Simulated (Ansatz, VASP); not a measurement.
## TiTe2 in VASP and in Ansatz

POSCAR

```
TiTe2
1.0
    3.7259532019      0.0000000000      0.0000000000
   -1.8629766009      3.2267701262      0.0000000000
    0.0000000000      0.0000000000      6.4101784236
Te Ti
2 1
Direct
    0.3333333333      0.6666666667      0.7372000000
    0.6666666667      0.3333333333      0.2628000000
    0.0000000000      0.0000000000      0.0000000000
```

The input INCAR.step1:

```
SYSTEM = TiTe2
PREC = Accurate
ENCUT = 520
ISMEAR = -1
SIGMA = 0.05
LREAL = .FALSE.
LASPH = .TRUE.
NELM = 100
NBANDS = 19
GGA = PE
ALGO = Normal
EDIFF = 1E-4
LWAVE = .TRUE.
LCHARG = .FALSE.
```

INCAR.step2

```
SYSTEM = TiTe2
PREC = Accurate
ENCUT = 520
EDIFF = 1E-6
ISMEAR = -1
SIGMA = 0.05
LREAL = .FALSE.
LASPH = .TRUE.
NELM = 100
ALGO = Normal
ISIF = 2
LWAVE = .FALSE.
LCHARG = .FALSE.
METAGGA = R2SCAN
LMIXTAU = .TRUE.
NBANDS = 19
ISTART = 1
```

File KPOINTS:

```
regular mesh
0
G
  8 8 4
  0 0 0
```

The input input.yaml:

```yaml
crystal:
  lattice:
    - [3.7259532019, 0.0, 0.0]
    - [-1.8629766009, 3.2267701262, 0.0]
    - [0.0, 0.0, 6.4101784236]
  atoms:
    - { symbol: Te, position: [0.3333333333, 0.6666666667, 0.7372] }
    - { symbol: Te, position: [0.6666666667, 0.3333333333, 0.2628] }
    - { symbol: Ti, position: [0.0, 0.0, 0.0] }
hamiltonian:
  xc: r2scan
  pseudopotentials: { kind: paw }
kpoints:
  mp_grid: { grid: [8, 8, 4] }
scf:
  occupations: { method: fermi_dirac, width: 0.05 }
output:
  forces: true
  stress: true
  eigenvalues: true
```

Alike in both runs: task single point; functional r2SCAN; k mesh 8 × 8 × 4; occupations fermi-dirac, width 0.05 eV; no spin polarisation.

```csv
,VASP,Ansatz
version,VASP 6.6.1,Ansatz 0.2.0
potentials or method,"VASP PAW PBE potentials, release 64 (Te, Ti_sv)",Ansatz PAW
plane-wave cutoff (eV),520,500
valence electrons in the cell,24,44
```

VASP gave:

- gap on the k mesh at the Fermi level (eV): none
- pressure (GPa): 4.1
- traceless stress, the component that is largest in VASP (GPa): -0.29
- rms of the force components (eV/Å): 0.083

**Question.** What did Ansatz give for the same quantities?

**Answer.** gap on the k mesh at the Fermi level (eV): none; pressure (GPa): 4.0; traceless stress, the component that is largest in VASP (GPa): -0.25; rms of the force components (eV/Å): 0.073.

VASP's potentials were made for PBE, not for r2SCAN. Atom by atom the forces differ by 0.010 eV/Å (rms over components). A gap of «none» marks a metal or a gap that the smearing closes. VASP's potentials hold 24 valence electrons a cell and Ansatz's 44, so a difference there can come from the potentials and not from the codes.

Neither program's run includes spin-orbit coupling.
